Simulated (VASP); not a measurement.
# Ga (I4/mmm) in VASP: a series of runs

Runs on Ga. Level: PBEsol. Tasks: single point.

Program: VASP 6.6.1. These are calculated values, not measurements. Logs are shortened: lines on timing, memory, paths and dates and some standing lists are left out, and cuts for length are marked.

## Step 1: The cell of the first run

Symmetry: I4/mmm, No. 139, tetragonal system. Conventional cell: a = 2.808 Å, b = 2.808 Å, c = 4.391 Å, α = 90.00°, β = 90.00°, γ = 90.00°. Ga (site symmetry 4/mmm) has 12 Ga at 2.81 to 2.96 Å within 3.7 Å.

## Step 2: Single point, PBEsol (strain +0.000 along x and y, -0.015 along z)

INCAR reads:

```
SYSTEM = Ga
  ALGO = Fast
  EDIFF = 1E-6
  ENCUT = 520
  GGA = PS
  ISIF = 2
  ISMEAR = 0
  LASPH = .TRUE.
  LCHARG = .FALSE.
  LREAL = .FALSE.
  LWAVE = .FALSE.
  NBANDS = 12
  NELM = 100
  PREC = Accurate
  SIGMA = 0.15
```

KPOINTS reads:

```
k-points
0
G
  24 24 24
  0 0 0
```

POSCAR reads:

```
Ga
1.0
   -1.4040000000      1.4040000000      2.1955650000
    1.4040000000     -1.4040000000      2.1955650000
    1.4040000000      1.4040000000     -2.1955650000
Ga
1
Direct
    0.0000000000      0.0000000000      0.0000000000
```

Potentials or basis: VASP PAW PBE potentials, release 64 (Ga_d).

The run is started by

```bash
> cat potpaw_PBE.64/Ga_d/POTCAR > POTCAR
> mpirun -np 1 vasp_std > vasp.out
```

OUTCAR:

```text
SYSTEM = Ga
   EDIFF = 1E-6
   ENCUT = 520
   GGA = PS
   ISIF = 2
   ISMEAR = 0
   LASPH = .TRUE.
   LREAL = .FALSE.
   NELM = 100
   PREC = Accurate

 ion  position               nearest neighbor table
   1  0.000  0.000  0.000-

  LATTYP: Found a body centered tetragonal cell.
 ALAT       =     2.8080000000
 C/A-ratio  =     1.5637927350

  Lattice vectors:

 A1 = (  -1.4040000000,   1.4040000000,   2.1955650000)
 A2 = (   1.4040000000,  -1.4040000000,   2.1955650000)
 A3 = (   1.4040000000,   1.4040000000,  -2.1955650000)

Analysis of symmetry for initial positions (statically):
=====================================================================
 Subroutine PRICEL returns:
 Original cell was already a primitive cell.

 Routine SETGRP: Setting up the symmetry group for a
 body centered tetragonal supercell.

 Subroutine GETGRP returns: Found 16 space group operations
 (whereof 16 operations were pure point group operations)
 out of a pool of 16 trial point group operations.

The static configuration has the point symmetry D_4h.

Analysis of symmetry for dynamics (positions and initial velocities):
=====================================================================
 Subroutine PRICEL returns:
 Original cell was already a primitive cell.

 Routine SETGRP: Setting up the symmetry group for a
 body centered tetragonal supercell.

 Subroutine GETGRP returns: Found 16 space group operations
 (whereof 16 operations were pure point group operations)
 out of a pool of 16 trial point group operations.

The dynamic configuration has the point symmetry D_4h.

 Subroutine INISYM returns: Found 16 space group operations
 (whereof 16 operations are pure point group operations),
 and found     1 'primitive' translations

----------------------------------------------------------------------------------------

                                     Primitive cell

  volume of cell :      17.3117

  direct lattice vectors                    reciprocal lattice vectors
    -1.404000000  1.404000000  2.195565000     0.000000000  0.356125356  0.227731814
     1.404000000 -1.404000000  2.195565000     0.356125356  0.000000000  0.227731814
     1.404000000  1.404000000 -2.195565000     0.356125356  0.356125356  0.000000000

  length of vectors
     2.960225949  2.960225949  2.960225949     0.422713908  0.422713908  0.503637309

  position of ions in fractional coordinates (direct lattice)
     0.000000000  0.000000000  0.000000000

  ion indices of the primitive-cell ions
   primitive index   ion index
                 1           1

----------------------------------------------------------------------------------------

 KPOINTS: k-points

Automatic generation of k-mesh.
 Grid dimensions read from file:
 generate k-points for:   24   24   24

 Generating k-lattice:

  Cartesian coordinates                     Fractional coordinates (reciprocal lattice)
     0.000000000  0.014838557  0.009488826     0.041666667 -0.000000000  0.000000000
     0.014838557  0.000000000  0.009488826    -0.000000000  0.041666667  0.000000000
     0.014838557  0.014838557  0.000000000     0.000000000  0.000000000  0.041666667

  Length of vectors
     0.017613080  0.017613080  0.020984888

  Shift w.r.t. Gamma in fractional coordinates (k-lattice)
     0.000000000  0.000000000  0.000000000

 Subroutine IBZKPT returns following result:
 ===========================================

 Found   1063 irreducible k-points:

 Following reciprocal coordinates:
            Coordinates               Weight
  0.000000  0.000000  0.000000      1.000000
  0.041667 -0.000000  0.000000      8.000000
  0.083333 -0.000000  0.000000      8.000000
  0.125000 -0.000000  0.000000      8.000000
  0.166667  0.000000  0.000000      8.000000
  0.208333 -0.000000  0.000000      8.000000
[... 16 lines left out ...]
  0.416667  0.041667  0.000000     16.000000
  0.458333  0.041667  0.000000     16.000000
 [... further k-points ...]
   k-points           NKPTS =   1063   k-points in BZ     NKDIM =   1063   number of bands    NBANDS=     12
   number of dos      NEDOS =    301   number of ions     NIONS =      1
   total plane-waves  NPLWV =  13824
   dimension x,y,z NGX =    24 NGY =   24 NGZ =   24
   dimension x,y,z NGXF=    48 NGYF=   48 NGZF=   48
   ions per type =               1
   NGX,Y,Z   is equivalent  to a cutoff of  13.48, 13.48, 13.48 a.u.
   NGXF,Y,Z  is equivalent  to a cutoff of  26.96, 26.96, 26.96 a.u.
 SYSTEM =  Ga
   PREC   = accura    normal or accurate (medium, high low for compatibility)
   ISTART =      0    job   : 0-new  1-cont  2-samecut
   ICHARG =      2    charge: 1-file 2-atom 10-const
   ISPIN  =      1    spin polarized calculation?
   LNONCOLLINEAR =      F non collinear calculations
   LSORBIT =      F    spin-orbit coupling
   LASPH  =      T    aspherical Exc in radial PAW
   ENCUT  =  520.0 eV  38.22 Ry    6.18 a.u.   5.50  5.50  5.50*2*pi/ulx,y,z
   NELM   =    100;   NELMIN=  2; NELMDL= -5     # of ELM steps
   EDIFF  = 0.1E-05   stopping-criterion for ELM
   LREAL  =      F    real-space projection
   EDIFFG = 0.1E-04   stopping-criterion for IOM
   NSW    =      0    number of steps for IOM
   IBRION =     -1    ionic relax: 0-MD 1-quasi-New 2-CG
   NFREE  =      0    steps in history (QN), initial steepest desc. (CG)
   ISIF   =      2    stress and relaxation
   ISYM   =      2    0-nonsym 1-usesym 2-fastsym
   POTIM  = 0.5000    time-step for ionic-motion
   TEBEG  =    0.0;   TEEND  =   0.0 temperature during run
   PSTRESS=    0.0 pullay stress
   NELECT =      13.0000    total number of electrons
   NUPDOWN=      -1.0000    fix difference up-down
   EMIN   =  10.00;   EMAX   =-10.00  energy-range for DOS
   EFERMI =   0.00;   METHOD = LEGACY
   ISMEAR =     0;   SIGMA  =   0.15  broadening in eV -4-tet -1-fermi 0-gaus
   EFERMI_NEDOS =   21; number of points for ismear=-14 and -15
   IALGO  =     68    algorithm
   IMIX   =      4    mixing-type and parameters
     AMIX     =   0.40;   BMIX     =  1.00
     AMIX_MAG =   1.60;   BMIX_MAG =  1.00
  volume/ion in A,a.u.               =      17.31       116.83
  Fermi-wavevector in a.u.,A,eV,Ry     =   1.488021  2.811952 30.126116  2.214207
  Thomas-Fermi vector in A             =   2.601108
   LORBIT       =      0    0 simple, 1 ext, 2 COOP (PROOUT), +10 PAW based schemes
   GGA     = PS    functional components
   LHFCALC =     F    Hartree Fock is set to
   AEXX    =    0.0000 exact exchange contribution
   IVDW    =     0    specifies the selected vdW correction
   LEPSILON=     F    determine dielectric tensor
   LRPA    =     F    only Hartree local field effects (RPA)
 non-spin polarized calculation
 RMM-DIIS sequential band-by-band and
 Gauss-broadening in eV      SIGMA  =   0.15
  energy-cutoff  :      520.00
  volume of cell :       17.31
 maximum number of plane-waves:       480
 NGX is ok and might be reduce to    24
   NGX = 11   NGY = 11   NGZ = 11

 number of electron      12.9999996 magnetization

 Free energy of the ion-electron system (eV)
  ---------------------------------------------------
  ext. energy  EPLUGINS =         0.00000000
  ---------------------------------------------------
  free energy    TOTEN  =        -3.33506454 eV

  energy without entropy =       -3.33063446  energy(sigma->0) =       -3.33284950

 E-fermi :   6.2385     XC(G=0): -11.5890

 val. band max:        6.2239828672   @ k =   0.4583   0.3750   0.0417
 cond. band min:       6.2453029431   @ k =   0.3333   0.0833   0.0000
 fundamental gap:      0.0213200758
 Fermi energy:         6.2385076133

 k-point     1 :       0.0000    0.0000    0.0000
  band No.  band energies     occupation
      1      -8.7735      2.00000
      2      -8.6552      2.00000
      3      -8.6552      2.00000
      4      -8.6122      2.00000
      5      -8.4863      2.00000
      6      -5.5045      2.00000
      7      19.4037      0.00000
      8      19.4037      0.00000
      9      19.4979      0.00000
     10      22.7071      0.00000
     11      22.8717      0.00000
     12      23.4099      0.00000

 k-point     2 :       0.0417   -0.0000    0.0000
  band No.  band energies     occupation
      1      -8.7709      2.00000
      2      -8.6559      2.00000
      3      -8.6529      2.00000
      4      -8.6117      2.00000
      5      -8.4876      2.00000
      6      -5.4569      2.00000
      7      18.7305      0.00000
      8      19.3007      0.00000
      9      19.3314      0.00000
     10      22.0601      0.00000
     11      23.2133      0.00000
     12      23.5626      0.00000

 k-point     3 :       0.0833   -0.0000    0.0000
  band No.  band energies     occupation
      1      -8.7639      2.00000
      2      -8.6586      2.00000
      3      -8.6462      2.00000
      4      -8.6092      2.00000
      5      -8.4912      2.00000
      6      -5.3136      2.00000
      7      17.1931      0.00000
      8      18.8660      0.00000
      9      19.1461      0.00000
     10      21.7096      0.00000
     11      23.5874      0.00000
     12      23.9858      0.00000
[... 286 lines left out ...]
 k-point    23 :       0.4167    0.0417    0.0000
  band No.  band energies     occupation
      1      -8.7967      2.00000
      2      -8.7366      2.00000
      3      -8.6362      2.00000
      4      -8.4466      2.00000
      5      -8.4173      2.00000
      6      -0.3003      2.00000
      7       3.7397      2.00000
      8      15.3670      0.00000
      9      17.4244      0.00000
     10      19.7038      0.00000
     11      21.1111      0.00000
     12      23.2275      0.00000

 k-point    24 :       0.4583    0.0417    0.0000
  band No.  band energies     occupation
      1      -8.8030      2.00000
      2      -8.7387      2.00000
      3      -8.6402      2.00000
      4      -8.4418      2.00000
      5      -8.4044      2.00000
      6       0.7230      2.00000
      7       2.4934      2.00000
      8      15.2127      0.00000
      9      17.5226      0.00000
     10      19.6576      0.00000
     11      20.9581      0.00000
     12      23.3544      0.00000

 [... further k-points ...]

------------------------ aborting loop because EDIFF is reached ----------------------------------------

  FORCE on cell =-STRESS in cart. coord.  units (eV):
  Direction    XX          YY          ZZ          XY          YZ          ZX
  --------------------------------------------------------------------------------------
  -------------------------------------------------------------------------------------
  Total        0.1802928      0.1802928      0.1457628      0.0000000     -0.0000000      0.0000000
  in kB       16.6858559     16.6858559     13.4901507      0.0000000     -0.0000000      0.0000000
  external PRESSURE =      15.6206208 kB  Pullay stress =       0.0000000 kB

 VOLUME and BASIS-vectors are now :
 -----------------------------------------------------------------------------
  energy-cutoff  :      520.00
  volume of cell :       17.31
      direct lattice vectors                 reciprocal lattice vectors
    -1.404000000  1.404000000  2.195565000     0.000000000  0.356125356  0.227731814
     1.404000000 -1.404000000  2.195565000     0.356125356  0.000000000  0.227731814
     1.404000000  1.404000000 -2.195565000     0.356125356  0.356125356  0.000000000

 POSITION                                       TOTAL-FORCE (eV/Angst)
 -----------------------------------------------------------------------------------
      0.00000      0.00000      0.00000         0.000000      0.000000      0.000000
 -----------------------------------------------------------------------------------
    total drift:                                0.000000      0.000000     -0.000000

  FREE ENERGIE OF THE ION-ELECTRON SYSTEM (eV)
  ---------------------------------------------------
  free  energy   TOTEN  =        -3.3350645368 eV

  energy  without entropy=       -3.3306344645  energy(sigma->0) =       -3.33284950
```

It took 2.2 min on 1 thread of Intel Xeon Platinum 8259CL at 2.50GHz (Skylake/Cascade Lake), shared host; peak memory 0.32 GiB.

Results:

```yaml
Free_energy: -3.3351 eV
Pressure: 1.6 GPa
Band_gap_on_the_k_mesh: zero (an odd number of electrons rules out a gap without spin polarisation)
```

Stress tensor (GPa, compression positive):
```
1.67 0.00 0.00
0.00 1.67 0.00
0.00 0.00 1.35
```

Caveat: the cell differs from its parent crystal (strain +0.000 along x and y, -0.015 along z); the PAW data sets were made with another functional, which shifts forces and pressure a little.

## Step 3: Single point, PBEsol (strain -0.015 along x and y, +0.015 along z)

INCAR reads:

```
ALGO = Fast ; EDIFF = 1E-6
ENCUT = 520 ; GGA = PS
ISIF = 2 ; ISMEAR = 0
LASPH = True ; LCHARG = False
LREAL = False ; LWAVE = False
NBANDS = 12 ; NELM = 80
PREC = Accurate ; SIGMA = 0.15
```

KPOINTS reads:

```
k-points
0
Gamma
  24 24 24
```

POSCAR reads:

```
Ga
1.0
   -1.3829400000      1.3829400000      2.2624350000
    1.3829400000     -1.3829400000      2.2624350000
    1.3829400000      1.3829400000     -2.2624350000
Ga
1
Direct
    0.0000000000      0.0000000000      0.0000000000
```

Potentials or basis: VASP PAW PBE potentials, release 64 (Ga_d).

The run is started by

```bash
> cat potpaw_PBE.64/Ga_d/POTCAR > POTCAR
> mpirun -np 1 vasp_std > vasp.out
```

Run time: 2.3 min. Hardware: 1 thread of Intel Xeon Platinum 8259CL at 2.50GHz (Skylake/Cascade Lake), shared host; peak memory 0.32 GiB.

It converged, with:

```
Free energy            : -3.3345 eV
Pressure               : 1.6 GPa
Band gap on the k mesh : zero (an odd number of electrons rules out a gap without spin polarisation)
```

Stress tensor (GPa, compression positive):
```
1.79 0.00 0.00
0.00 1.79 0.00
0.00 0.00 1.16
```

Levels at points of the mesh, in eV from the Fermi level:
```
           k point  band 3  band 4  band 5  band 6  band 7  band 8  band 9  band 10
(0.00, 0.00, 0.00)  -14.88  -14.88  -14.70  -11.74   13.11   13.22   13.22    16.61
(0.50, 0.00, 0.00)  -14.86  -14.69  -14.63   -4.96   -4.37    8.36   12.41    12.49
(0.50, 0.50, 0.00)  -14.70  -14.68  -14.54   -2.17   -1.05    3.95    5.11     8.17
(0.50, 0.50, 0.50)  -14.65  -14.65  -14.64   -4.24   -3.96    7.01    7.01    10.20
```

Caveat: the cell differs from its parent crystal (strain -0.015 along x and y, +0.015 along z); the PAW data sets were made with another functional, which shifts forces and pressure a little.

## Step 4: Single point, PBEsol (strain -0.015 along x and y, +0.030 along z)

INCAR reads:

```
SYSTEM = Ga
PREC = Accurate
ENCUT = 520
EDIFF = 1E-6
ISMEAR = 0
SIGMA = 0.15
LREAL = .False.
LASPH = .True.
NELM = 100
ALGO = Fast
ISIF = 2
LWAVE = .False.
LCHARG = .False.
GGA = PS
NBANDS = 12
```

KPOINTS reads:

```
Automatic mesh
0
Gamma
  24 24 24
  0 0 0
```

POSCAR reads:

```
Ga
1.0
   -1.3829400000      1.3829400000      2.2958700000
    1.3829400000     -1.3829400000      2.2958700000
    1.3829400000      1.3829400000     -2.2958700000
Ga
1
Direct
    0.0000000000      0.0000000000      0.0000000000
```

The run is started by

```bash
> cat potpaw_PBE.64/Ga_d/POTCAR > POTCAR
> mpirun -np 1 vasp_std > vasp.out
```

Wall time 2.2 min (1 thread of Intel Xeon Platinum 8259CL at 2.50GHz (Skylake/Cascade Lake), shared host); peak memory 0.32 GiB.

Results (log left out):

| Item | Value |
| --- | --- |
| Free energy | -3.3354 eV |
| Pressure | 0.7 GPa |
| Band gap on the k mesh | zero (an odd number of electrons rules out a gap without spin polarisation) |

Stress tensor (GPa, compression positive):
```
1.03 0.00 0.00
0.00 1.03 0.00
0.00 0.00 0.06
```

Levels at points of the mesh, in eV from the Fermi level:
```tsv
k point	band 4	band 5	band 6	band 7	band 8	band 9
(0.00, 0.00, 0.00)	-14.84	-14.67	-11.61	12.84	13.09	13.09
(0.50, 0.00, 0.00)	-14.67	-14.62	-4.92	-4.28	8.05	12.05
(0.50, 0.50, 0.00)	-14.66	-14.52	-2.04	-0.96	3.82	5.10
(0.50, 0.50, 0.50)	-14.63	-14.62	-4.42	-3.96	7.14	7.14
```

Caveat: the cell differs from its parent crystal (strain -0.015 along x and y, +0.030 along z); the PAW data sets were made with another functional, which shifts forces and pressure a little.

## Step 5: Single point, PBEsol (strain +0.000 along x and y, +0.015 along z)

INCAR reads:

```
PREC = Accurate ; ENCUT = 520
EDIFF = 1E-6 ; ISMEAR = 0
SIGMA = 0.15 ; LREAL = F
LASPH = T ; NELM = 60
ALGO = Fast ; ISIF = 2
LWAVE = F ; LCHARG = T
GGA = PS ; LELF = T
LVHAR = T ; NBANDS = 12
```

KPOINTS reads:

```
regular mesh
0
Gamma
  24 24 24
```

POSCAR reads:

```
Ga
1.0
   -1.4040000000      1.4040000000      2.2624350000
    1.4040000000     -1.4040000000      2.2624350000
    1.4040000000      1.4040000000     -2.2624350000
Ga
1
Direct
    0.0000000000      0.0000000000      0.0000000000
```

The run is started by

```bash
> cat potpaw_PBE.64/Ga_d/POTCAR > POTCAR
> mpirun -np 1 vasp_std > vasp.out
```

Run time: 2.2 min. Hardware: 1 thread of Intel Xeon Platinum 8259CL at 2.50GHz (Skylake/Cascade Lake), shared host; peak memory 0.32 GiB.

The run converged. Its results:

```yaml
Free_energy: -3.3367 eV
Pressure: -0.3 GPa
Band_gap_on_the_k_mesh: zero (an odd number of electrons rules out a gap without spin polarisation)
```

Levels at points of the mesh, in eV from the Fermi level:
| k point | band 4 | band 5 | band 6 | band 7 | band 8 | band 9 |
| --- | --- | --- | --- | --- | --- | --- |
| (0.00, 0.00, 0.00) | -14.84 | -14.68 | -11.49 | 12.82 | 12.86 | 12.86 |
| (0.50, 0.00, 0.00) | -14.66 | -14.61 | -4.94 | -4.22 | 8.41 | 11.96 |
| (0.50, 0.50, 0.00) | -14.66 | -14.54 | -2.15 | -1.25 | 3.99 | 5.02 |
| (0.50, 0.50, 0.50) | -14.62 | -14.62 | -4.04 | -3.71 | 6.68 | 6.68 |

Caveat: the cell differs from its parent crystal (strain +0.000 along x and y, +0.015 along z); the PAW data sets were made with another functional, which shifts forces and pressure a little.

[end of part 1 of 2]

The gap in the log of VASP goes by the Fermi energy; the results here count the filled bands.